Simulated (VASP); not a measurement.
# Mg (P6_3/mmc) in VASP: further runs, part 2 of 2

VASP 6.6.1. The steps go on from the part before.

## (3) Single point, PBE (Sr replaced by Mg, lengths x 0.834, strained)

Input file INCAR:

```
PREC = Accurate
ENCUT = 520
EDIFF = 1E-7
ISMEAR = 0
SIGMA = 0.1
LREAL = False
LASPH = True
NELM = 60
ALGO = Normal
ISIF = 2
LWAVE = False
LCHARG = True
GGA = PE
LELF = True
LVHAR = True
NBANDS = 9
```

Input file KPOINTS:

```
Automatic mesh
0
Gamma
  15 15 8
```

Input file POSCAR:

```
Mg
1.0
    3.5970397190      0.0000000000      0.0000000000
   -1.7985198595      3.1151277750      0.0000000000
    0.0000000000      0.0000000000      5.3547131815
Mg
2
Direct
    0.3333333333      0.6666666667      0.2500000000
    0.6666666667      0.3333333333      0.7500000000
```

Potentials or basis: VASP PAW PBE potentials, release 64 (Mg).

The run is started by

```sh
cat potpaw_PBE.64/Mg/POTCAR > POTCAR
mpirun -np 1 vasp_std > vasp.out
```

OUTCAR:

```text
PREC = Accurate
   ENCUT = 520
   EDIFF = 1E-7
   ISMEAR = 0
   LREAL = False
   LASPH = True
   NELM = 60
   ISIF = 2
   GGA = PE

 ion  position               nearest neighbor table
   1  0.333  0.667  0.250-   2 3.39   2 3.39   2 3.39   2 3.39   2 3.39   2 3.39
   2  0.667  0.333  0.750-   1 3.39   1 3.39   1 3.39   1 3.39   1 3.39   1 3.39

  LATTYP: Found a hexagonal cell.
 ALAT       =     3.5970397190
 C/A-ratio  =     1.4886444409

  Lattice vectors:

 A1 = (   3.5970397190,   0.0000000000,   0.0000000000)
 A2 = (  -1.7985198595,   3.1151277750,   0.0000000000)
 A3 = (   0.0000000000,   0.0000000000,   5.3547131815)

Analysis of symmetry for initial positions (statically):
=====================================================================
 Subroutine PRICEL returns:
 Original cell was already a primitive cell.

 Routine SETGRP: Setting up the symmetry group for a
 hexagonal supercell.

 Subroutine GETGRP returns: Found 24 space group operations
 (whereof 12 operations were pure point group operations)
 out of a pool of 24 trial point group operations.

The static configuration has the point symmetry D_3d.
 The point group associated with its full space group is D_6h.

Analysis of symmetry for dynamics (positions and initial velocities):
=====================================================================
 Subroutine PRICEL returns:
 Original cell was already a primitive cell.

 Routine SETGRP: Setting up the symmetry group for a
 hexagonal supercell.

 Subroutine GETGRP returns: Found 24 space group operations
 (whereof 12 operations were pure point group operations)
 out of a pool of 24 trial point group operations.

The dynamic configuration has the point symmetry D_3d.
 The point group associated with its full space group is D_6h.

 Subroutine INISYM returns: Found 24 space group operations
 (whereof 12 operations are pure point group operations),
 and found     1 'primitive' translations
[... 118 lines left out ...]
  Thomas-Fermi vector in A             =   1.737301
   LORBIT       =      0    0 simple, 1 ext, 2 COOP (PROOUT), +10 PAW based schemes
   GGA     = PE    functional components
   LHFCALC =     F    Hartree Fock is set to
   AEXX    =    0.0000 exact exchange contribution
   IVDW    =     0    specifies the selected vdW correction
   LEPSILON=     F    determine dielectric tensor
   LRPA    =     F    only Hartree local field effects (RPA)
 non-spin polarized calculation
 Gauss-broadening in eV      SIGMA  =   0.10
  energy-cutoff  :      520.00
  volume of cell :       60.00
 maximum number of plane-waves:      1652
 NGX is ok and might be reduce to    28
   NGX = 13   NGY = 13   NGZ = 19

 number of electron       4.0000000 magnetization

 Free energy of the ion-electron system (eV)
  ---------------------------------------------------
  ext. energy  EPLUGINS =         0.00000000
  ---------------------------------------------------
  free energy    TOTEN  =        -2.68765022 eV

  energy without entropy =       -2.68275970  energy(sigma->0) =       -2.68520496

 E-fermi :   1.3581     XC(G=0):  -7.6977

 val. band max:        1.3533167546   @ k =   0.4000   0.0000   0.2500
 cond. band min:       1.3643810905   @ k =   0.4000   0.1333   0.5000
 fundamental gap:      0.0110643359
 Fermi energy:         1.3581440255

 k-point     1 :       0.0000    0.0000    0.0000
  band No.  band energies     occupation
      1      -4.4812      2.00000
      2       0.5028      2.00000
      3       0.8552      2.00000
      4       9.5263      0.00000
      5       9.5263      0.00000
      6      10.0692      0.00000
      7      10.0692      0.00000
      8      11.6239      0.00000
      9      11.6808      0.00000
[... 265 lines left out ...]
 k-point    24 :       0.4000    0.2000    0.0000
  band No.  band energies     occupation
      1      -0.3574      2.00000
      2      -0.0616      2.00000
      3       2.7616      0.00000
      4       4.2240      0.00000
      5       4.8461      0.00000
      6       4.9656      0.00000
      7       5.3477      0.00000
      8       7.6239      0.00000
      9       8.0604      0.00000

 [... further k-points ...]

------------------------ aborting loop because EDIFF is reached ----------------------------------------

  FORCE on cell =-STRESS in cart. coord.  units (eV):
  Direction    XX          YY          ZZ          XY          YZ          ZX
  --------------------------------------------------------------------------------------
  -------------------------------------------------------------------------------------
  Total       -2.2145642     -2.2145642     -1.6820007      0.0000000      0.0000000      0.0000000
  in kB      -59.1345847    -59.1345847    -44.9137639      0.0000000      0.0000000      0.0000000
  external PRESSURE =     -54.3943111 kB  Pullay stress =       0.0000000 kB

 VOLUME and BASIS-vectors are now :
 -----------------------------------------------------------------------------
  energy-cutoff  :      520.00
  volume of cell :       60.00
      direct lattice vectors                 reciprocal lattice vectors
     3.597039719  0.000000000  0.000000000     0.278006383  0.160507060  0.000000000
    -1.798519860  3.115127775  0.000000000     0.000000000  0.321014120  0.000000000
     0.000000000  0.000000000  5.354713182     0.000000000  0.000000000  0.186751366

 POSITION                                       TOTAL-FORCE (eV/Angst)
 -----------------------------------------------------------------------------------
     -0.00000      2.07675      1.33868         0.000000     -0.000000      0.000000
      1.79852      1.03838      4.01603        -0.000000      0.000000      0.000000
 -----------------------------------------------------------------------------------
    total drift:                                0.000000     -0.000000      0.000000

  FREE ENERGIE OF THE ION-ELECTRON SYSTEM (eV)
  ---------------------------------------------------
  free  energy   TOTEN  =        -2.6876502191 eV

  energy  without entropy=       -2.6827596960  energy(sigma->0) =       -2.68520496
```

OSZICAR:

```text
N       E                     dE             d eps       ncg     rms          rms(c)
DAV:   1    -0.310297859308E+00   -0.31030E+00   -0.12033E+03  2430   0.301E+02
DAV:   2    -0.265939313477E+01   -0.23491E+01   -0.22777E+01  3187   0.238E+01
DAV:   3    -0.270018851262E+01   -0.40795E-01   -0.40343E-01  3236   0.265E+00
DAV:   4    -0.270031556545E+01   -0.12705E-03   -0.12704E-03  3241   0.148E-01
DAV:   5    -0.270031595179E+01   -0.38634E-06   -0.38637E-06  3050   0.775E-03    0.992E-01
DAV:   6    -0.269560837564E+01    0.47076E-02   -0.15927E-03  2805   0.280E-01    0.642E-01
DAV:   7    -0.268764346746E+01    0.79649E-02   -0.65706E-03  2540   0.514E-01    0.417E-02
DAV:   8    -0.268765534200E+01   -0.11875E-04   -0.48976E-05  3374   0.392E-02    0.111E-02
DAV:   9    -0.268765103887E+01    0.43031E-05   -0.31775E-06  2753   0.905E-03    0.793E-04
DAV:  10    -0.268765041269E+01    0.62618E-06   -0.24336E-08  3027   0.905E-04    0.280E-04
DAV:  11    -0.268765019356E+01    0.21912E-06   -0.46081E-09  1489   0.374E-04    0.351E-05
DAV:  12    -0.268765021908E+01   -0.25518E-07   -0.11673E-10  1363   0.519E-05
   1 F= -.26876502E+01 E0= -.26852050E+01  d E =-.489052E-02
```

stdout:

```text
POSCAR found type information on POSCAR Mg
 POSCAR found :  1 types and       2 ions
 scaLAPACK will be used
 LDA part: xc-table for (Slater+PW92), standard interpolation
 POSCAR, INCAR and KPOINTS ok, starting setup
 FFT: planning ... GRIDC
 FFT: planning ... GRID_SOFT
 FFT: planning ... GRID
 WAVECAR not read
 entering main loop
```

Wall time 20 s (1 thread of Intel Xeon 6975P-C (Granite Rapids), shared host); peak memory 0.22 GiB.

Results:

```yaml
Free_energy: -2.6877 eV
Pressure: -5.4 GPa
Band_gap_on_the_k_mesh: zero (bands 2 and 3 overlap by 1.43 eV)
```

Levels at points of the mesh, in eV from the Fermi level:
| k point | band 1 | band 2 | band 3 | band 4 | band 5 | band 6 | band 7 |
| --- | --- | --- | --- | --- | --- | --- | --- |
| (0.00, 0.00, 0.00) | -5.84 | -0.86 | -0.50 | 8.17 | 8.17 | 8.71 | 8.71 |
| (0.00, 0.00, 0.50) | -4.53 | -4.53 | 5.49 | 5.49 | 9.28 | 9.28 | 9.28 |

Caveat: the cell differs from its parent crystal (Sr replaced by Mg, lengths x 0.834, strained); the cell stands under tension.
